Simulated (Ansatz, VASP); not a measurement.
# One calculation of Be3Te2Se, two programs

```xyz
6
Lattice="7.6535 0.0000 0.0000 -3.8268 6.6282 0.0000 0.0000 0.0000 3.8644" Properties=species:S:1:pos:R:3 pbc="T T T"
Be    3.8268    0.0000    1.9322
Be   -1.9134    3.3141    1.9322
Be    1.9134    3.3141    1.9322
Te    0.0000    4.4188    1.9322
Te    3.8268    2.2094    1.9322
Se    0.0000    0.0000    0.0000
```

Alike in both runs: functional PBE; k mesh 2 × 2 × 3; occupations gaussian, width 0.15 eV; no spin polarisation.

Ansatz relaxed the structure, and its values are those at the end. VASP's run is a single point on that final structure, the one shown.

|  | VASP | Ansatz |
| --- | --- | --- |
| version | VASP 6.6.1 | Ansatz 0.2.0 |
| potentials or method | VASP PAW PBE potentials, release 64 (Be, Te, Se), cutoff 600 eV | scalar-relativistic, plane waves, PAW |
| valence electrons in the cell | 24 | 54 |

VASP gave:

- pressure (GPa): 0.6

What did Ansatz give for the same quantities?

Pressure (GPa): 0.5.

VASP's potentials hold 24 valence electrons a cell and Ansatz's 54, so a difference there can come from the potentials and not from the codes.

The k mesh is coarse, so the values compare programs but aren't converged. Neither program's run includes spin-orbit coupling.
